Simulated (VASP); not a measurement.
# LiF in VASP: settings compared

LiF is run at these levels: r2SCAN, PBE; tasks: single point.

Program: VASP 6.6.1. These are calculated values, not measurements. Logs are shortened: lines on timing, memory, paths and dates and some standing lists are left out, and cuts for length are marked.

### 1 The cell of the first run

It takes space group Fm-3m (No. 225, cubic). The conventional cell has a = 3.990 Å, b = 3.990 Å, c = 3.990 Å, α = 90.00°, β = 90.00°, γ = 90.00°. Li (site symmetry m-3m) has 6 F at 1.99 Å within 2.6 Å. Within 2.6 Å of F (site symmetry m-3m) lie 6 Li at 1.99 Å.

### 2 Single point, r2SCAN

The input, POSCAR:

```
LiF
1.0
    0.0000000000      1.9948717406      1.9948717406
    1.9948717406      0.0000000000      1.9948717406
    1.9948717406      1.9948717406      0.0000000000
Li F
1 1
Direct
    0.0000000000      0.0000000000      0.0000000000
    0.5000000000      0.5000000000      0.5000000000
```

The input, INCAR.step1:

```
SYSTEM = LiF
PREC = Accurate
ENCUT = 520
ISMEAR = 0
SIGMA = 0.01
LREAL = .FALSE.
LASPH = .TRUE.
NELM = 100
NBANDS = 12
GGA = PE
ALGO = Normal
EDIFF = 1E-4
LWAVE = .TRUE.
LCHARG = .FALSE.
```

The input, INCAR.step2:

```
SYSTEM = LiF
PREC = Accurate
ENCUT = 520
EDIFF = 1E-6
ISMEAR = 0
SIGMA = 0.01
LREAL = .FALSE.
LASPH = .TRUE.
NELM = 100
ALGO = Normal
ISIF = 2
LWAVE = .FALSE.
LCHARG = .TRUE.
METAGGA = R2SCAN
LMIXTAU = .TRUE.
LELF = .TRUE.
LVHAR = .TRUE.
NBANDS = 12
ISTART = 1
```

The input, KPOINTS:

```
Automatic mesh
0
G
  10 10 10
  0 0 0
```

Potentials or basis: VASP PAW PBE potentials, release 64 (Li_sv, F).

Started as:

```bash
$ cat potpaw_PBE.64/Li_sv/POTCAR potpaw_PBE.64/F/POTCAR > POTCAR
$ cp INCAR.step1 INCAR
$ mpirun -np 1 vasp_std > vasp.out
$ cp INCAR.step2 INCAR
$ mpirun -np 1 vasp_std > vasp.out
```

OUTCAR:

```text
SYSTEM = LiF
   PREC = Accurate
   ENCUT = 520
   EDIFF = 1E-6
   ISMEAR = 0
   LREAL = .FALSE.
   LASPH = .TRUE.
   NELM = 100
   ISIF = 2
   METAGGA = R2SCAN
   ISTART = 1

 ion  position               nearest neighbor table
   1  0.000  0.000  0.000-   2 1.99   2 1.99   2 1.99   2 1.99   2 1.99   2 1.99
   2  0.500  0.500  0.500-   1 1.99   1 1.99   1 1.99   1 1.99   1 1.99   1 1.99

  LATTYP: Found a face centered cubic cell.
 ALAT       =     3.9897434812

  Lattice vectors:

 A1 = (   0.0000000000,   1.9948717406,   1.9948717406)
 A2 = (   1.9948717406,   0.0000000000,   1.9948717406)
 A3 = (   1.9948717406,   1.9948717406,   0.0000000000)

Analysis of symmetry for initial positions (statically):
=====================================================================
 Subroutine PRICEL returns:
 Original cell was already a primitive cell.

 Routine SETGRP: Setting up the symmetry group for a
 face centered cubic supercell.

 Subroutine GETGRP returns: Found 48 space group operations
 (whereof 48 operations were pure point group operations)
 out of a pool of 48 trial point group operations.

The static configuration has the point symmetry O_h .

Analysis of symmetry for dynamics (positions and initial velocities):
=====================================================================
 Subroutine PRICEL returns:
 Original cell was already a primitive cell.

 Routine SETGRP: Setting up the symmetry group for a
 face centered cubic supercell.

 Subroutine GETGRP returns: Found 48 space group operations
 (whereof 48 operations were pure point group operations)
 out of a pool of 48 trial point group operations.

The dynamic configuration has the point symmetry O_h .

 Subroutine INISYM returns: Found 48 space group operations
 (whereof 48 operations are pure point group operations),
 and found     1 'primitive' translations

----------------------------------------------------------------------------------------

                                     Primitive cell

  volume of cell :      15.8772

  direct lattice vectors                    reciprocal lattice vectors
     0.000000000  1.994871741  1.994871741    -0.250642680  0.250642680  0.250642680
     1.994871741  0.000000000  1.994871741     0.250642680 -0.250642680  0.250642680
     1.994871741  1.994871741  0.000000000     0.250642680  0.250642680 -0.250642680

  length of vectors
     2.821174671  2.821174671  2.821174671     0.434125857  0.434125857  0.434125857

  position of ions in fractional coordinates (direct lattice)
     0.000000000  0.000000000  0.000000000
     0.500000000  0.500000000  0.500000000

  ion indices of the primitive-cell ions
   primitive index   ion index
                 1           1
                 2           2

----------------------------------------------------------------------------------------

 KPOINTS: Automatic mesh

Automatic generation of k-mesh.
 Grid dimensions read from file:
 generate k-points for:   10   10   10

 Generating k-lattice:

  Cartesian coordinates                     Fractional coordinates (reciprocal lattice)
    -0.025064268  0.025064268  0.025064268     0.100000000  0.000000000  0.000000000
     0.025064268 -0.025064268  0.025064268     0.000000000  0.100000000  0.000000000
     0.025064268  0.025064268 -0.025064268     0.000000000  0.000000000  0.100000000

  Length of vectors
     0.043412586  0.043412586  0.043412586

  Shift w.r.t. Gamma in fractional coordinates (k-lattice)
     0.000000000  0.000000000  0.000000000

 Subroutine IBZKPT returns following result:
 ===========================================

 Found     47 irreducible k-points:

 Following reciprocal coordinates:
            Coordinates               Weight
  0.000000  0.000000  0.000000      1.000000
  0.100000  0.000000  0.000000      8.000000
  0.200000  0.000000  0.000000      8.000000
  0.300000  0.000000  0.000000      8.000000
  0.400000  0.000000  0.000000      8.000000
  0.500000  0.000000  0.000000      4.000000
[... 16 lines left out ...]
  0.300000  0.300000  0.000000      6.000000
  0.400000  0.300000  0.000000     24.000000
 [... further k-points ...]
   k-points           NKPTS =     47   k-points in BZ     NKDIM =     47   number of bands    NBANDS=     12
   number of dos      NEDOS =    301   number of ions     NIONS =      2
   total plane-waves  NPLWV =  13824
   dimension x,y,z NGX =    24 NGY =   24 NGZ =   24
   dimension x,y,z NGXF=    48 NGYF=   48 NGZF=   48
   ions per type =               1   1
   NGX,Y,Z   is equivalent  to a cutoff of  14.14, 14.14, 14.14 a.u.
   NGXF,Y,Z  is equivalent  to a cutoff of  28.29, 28.29, 28.29 a.u.
 SYSTEM =  LiF
   PREC   = accura    normal or accurate (medium, high low for compatibility)
   ISTART =      1    job   : 0-new  1-cont  2-samecut
   ICHARG =      0    charge: 1-file 2-atom 10-const
   ISPIN  =      1    spin polarized calculation?
   LNONCOLLINEAR =      F non collinear calculations
   LSORBIT =      F    spin-orbit coupling
   LASPH  =      T    aspherical Exc in radial PAW
   ENCUT  =  520.0 eV  38.22 Ry    6.18 a.u.   5.25  5.25  5.25*2*pi/ulx,y,z
   NELM   =    100;   NELMIN=  2; NELMDL=  0     # of ELM steps
   EDIFF  = 0.1E-05   stopping-criterion for ELM
   LREAL  =      F    real-space projection
   EDIFFG = 0.1E-04   stopping-criterion for IOM
   NSW    =      0    number of steps for IOM
   IBRION =     -1    ionic relax: 0-MD 1-quasi-New 2-CG
   NFREE  =      0    steps in history (QN), initial steepest desc. (CG)
   ISIF   =      2    stress and relaxation
   ISYM   =      2    0-nonsym 1-usesym 2-fastsym
   POTIM  = 0.5000    time-step for ionic-motion
   TEBEG  =    0.0;   TEEND  =   0.0 temperature during run
   PSTRESS=    0.0 pullay stress
   NELECT =      10.0000    total number of electrons
   NUPDOWN=      -1.0000    fix difference up-down
   EMIN   =  10.00;   EMAX   =-10.00  energy-range for DOS
   EFERMI =   0.00;   METHOD = LEGACY
   ISMEAR =     0;   SIGMA  =   0.01  broadening in eV -4-tet -1-fermi 0-gaus
   EFERMI_NEDOS =   21; number of points for ismear=-14 and -15
   IALGO  =     38    algorithm
   IMIX   =      4    mixing-type and parameters
     AMIX     =   0.40;   BMIX     =  1.00
     AMIX_MAG =   1.60;   BMIX_MAG =  1.00
  volume/ion in A,a.u.               =       7.94        53.57
  Fermi-wavevector in a.u.,A,eV,Ry     =   1.403298  2.651848 26.793202  1.969245
  Thomas-Fermi vector in A             =   2.525974
   LORBIT       =      0    0 simple, 1 ext, 2 COOP (PROOUT), +10 PAW based schemes
   METAGGA = R2SCAN    functional components
   LHFCALC =     F    Hartree Fock is set to
   AEXX    =    0.0000 exact exchange contribution
   IVDW    =     0    specifies the selected vdW correction
   LEPSILON=     F    determine dielectric tensor
   LRPA    =     F    only Hartree local field effects (RPA)
 non-spin polarized calculation
 Gauss-broadening in eV      SIGMA  =   0.01
  energy-cutoff  :      520.00
  volume of cell :       15.88
 maximum number of plane-waves:       444
 NGX is ok and might be reduce to    24
   NGX = 11   NGY = 11   NGZ = 11

 number of electron       9.9999997 magnetization

 Free energy of the ion-electron system (eV)
  ---------------------------------------------------
  ext. energy  EPLUGINS =         0.00000000
  ---------------------------------------------------
  free energy    TOTEN  =       -11.90316123 eV

  energy without entropy =      -11.90316123  energy(sigma->0) =      -11.90316123

 E-fermi :  -1.3856     XC(G=0): -10.6974

 val. band max:       -1.4644005941   @ k =   0.0000   0.0000   0.0000
 cond. band min:       9.0885924304   @ k =   0.0000   0.0000   0.0000
 fundamental gap:     10.5529930245
 Fermi energy:        -1.3856070329

 k-point     1 :       0.0000    0.0000    0.0000
  band No.  band energies     occupation
      1     -43.4753      2.00000
      2     -22.6393      2.00000
      3      -1.4644      2.00000
      4      -1.4644      2.00000
      5      -1.4644      2.00000
      6       9.0886      0.00000
      7      24.3057      0.00000
      8      24.3057      0.00000
      9      24.3058      0.00000
     10      25.0277      0.00000
     11      25.0277      0.00000
     12      25.0288      0.00000

 k-point     2 :       0.1000    0.0000    0.0000
  band No.  band energies     occupation
      1     -43.4692      2.00000
      2     -22.6008      2.00000
      3      -1.7525      2.00000
      4      -1.4898      2.00000
      5      -1.4898      2.00000
      6       9.3674      0.00000
      7      21.4618      0.00000
      8      23.2615      0.00000
      9      23.2621      0.00000
     10      25.7286      0.00000
     11      25.7288      0.00000
     12      26.1494      0.00000

 k-point     3 :       0.2000    0.0000    0.0000
  band No.  band energies     occupation
      1     -43.4531      2.00000
      2     -22.4967      2.00000
      3      -2.4517      2.00000
      4      -1.5549      2.00000
      5      -1.5549      2.00000
      6       9.9850      0.00000
      7      18.9102      0.00000
      8      21.7057      0.00000
      9      21.7064      0.00000
     10      26.9824      0.00000
     11      26.9824      0.00000
     12      27.1758      0.00000
[... 286 lines left out ...]
 k-point    23 :       0.3000    0.3000    0.0000
  band No.  band energies     occupation
      1     -43.4215      2.00000
      2     -22.2167      2.00000
      3      -3.4162      2.00000
      4      -2.1626      2.00000
      5      -2.1626      2.00000
      6      12.2695      0.00000
      7      17.6399      0.00000
      8      19.5672      0.00000
      9      20.9305      0.00000
     10      20.9308      0.00000
     11      35.0245      0.00000
     12      35.4825      0.00000

 k-point    24 :       0.4000    0.3000    0.0000
  band No.  band energies     occupation
      1     -43.4096      2.00000
      2     -22.1043      2.00000
      3      -3.8570      2.00000
      4      -2.3808      2.00000
      5      -2.2668      2.00000
      6      13.1001      0.00000
      7      16.5904      0.00000
      8      19.0600      0.00000
      9      20.6845      0.00000
     10      21.6939      0.00000
     11      34.8547      0.00000
     12      35.4720      0.00000

 [... further k-points ...]
[... 5 lines left out ...]
  --------------------------------------------------------------------------------------
  -------------------------------------------------------------------------------------
  Total       -0.0754016     -0.0754016     -0.0754016      0.0000000      0.0000000      0.0000000
  in kB       -7.6088027     -7.6088027     -7.6088027      0.0000000      0.0000000      0.0000000
  external PRESSURE =      -7.6088027 kB  Pullay stress =       0.0000000 kB

 VOLUME and BASIS-vectors are now :
 -----------------------------------------------------------------------------
  energy-cutoff  :      520.00
  volume of cell :       15.88
      direct lattice vectors                 reciprocal lattice vectors
     0.000000000  1.994871741  1.994871741    -0.250642680  0.250642680  0.250642680
     1.994871741  0.000000000  1.994871741     0.250642680 -0.250642680  0.250642680
     1.994871741  1.994871741  0.000000000     0.250642680  0.250642680 -0.250642680

 POSITION                                       TOTAL-FORCE (eV/Angst)
 -----------------------------------------------------------------------------------
      0.00000      0.00000      0.00000         0.000000      0.000000      0.000000
      1.99487      1.99487      1.99487        -0.000000     -0.000000     -0.000000
 -----------------------------------------------------------------------------------
    total drift:                               -0.000000     -0.000000      0.000000

  FREE ENERGIE OF THE ION-ELECTRON SYSTEM (eV)
  ---------------------------------------------------
  free  energy   TOTEN  =       -11.9031612294 eV

  energy  without entropy=      -11.9031612294  energy(sigma->0) =      -11.90316123
```

Wall time 15 s (1 thread of Intel Xeon 6975P-C (Granite Rapids), shared host); peak memory 0.13 GiB.

Results:

| Quantity | Value |
| --- | --- |
| Free energy | -11.9032 eV |
| Band gap on the k mesh | 10.55 eV, direct |

Levels at points of the mesh, in eV from the valence-band top:
```tsv
k point	band 2	band 3	band 4	band 5	band 6	band 7	band 8	band 9
(0.00, 0.00, 0.00)	-21.17	0.00	0.00	0.00	10.55	25.77	25.77	25.77
(0.50, 0.00, 0.00)	-20.74	-2.58	-0.25	-0.25	11.99	18.50	20.68	20.68
(0.50, 0.50, 0.00)	-20.46	-3.13	-1.05	-1.05	16.35	17.59	19.49	22.28
```

Caveat: the cutoff is under 1.25 times the usual one of these potentials, so pressure, stress and relaxed cells hold a basis-set (Pulay) error; the PAW data sets were made with another functional, which shifts forces and pressure a little.

(Continued in part 2 of 2.)
